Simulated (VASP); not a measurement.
Br, 1 atom in the cell. It takes space group I4/mmm (No. 139, tetragonal). Conventional cell: a = 2.847 Å, b = 2.847 Å, c = 7.155 Å, α = 90.00°, β = 90.00°, γ = 90.00°. Br (site symmetry 4/mmm) has 4 Br at 2.85 Å within 3.8 Å. 

| Quantity | Value |
| --- | --- |
| Program | VASP 6.6.1 |
| Task | single point |
| Functional | LDA |
| Potentials or basis | VASP PAW LDA potentials, release 64 (Br) |
| Cutoff | 520 eV |
| k mesh | 12 × 12 × 12 |
| Occupations | methfessel-paxton, width 0.1 eV |
| Spin | non-collinear spin, zero start, spin-orbit coupling |
| Starting moments | [[0.0, 0.0, 0.0]] μB |
| Dipole correction | no |
| Further INCAR settings | ALGO = Normal; EDIFF = 1e-07; NBANDS = 18 |

Potentials or basis: VASP PAW LDA potentials, release 64 (Br).

Run with:

```console
$ cat potpaw_LDA.64/Br/POTCAR > POTCAR
$ mpirun -np 1 vasp_ncl > vasp.out
```

Hardware: 1 thread of Intel Xeon 8259CL, with other jobs on the host.

Question: How long does it take, and how much memory?

Answer: Run time: 6.7 min on 1 thread of Intel Xeon 8259CL, on a shared host, peak memory 0.28 GiB. Counts: scf iterations 11, k points 163.
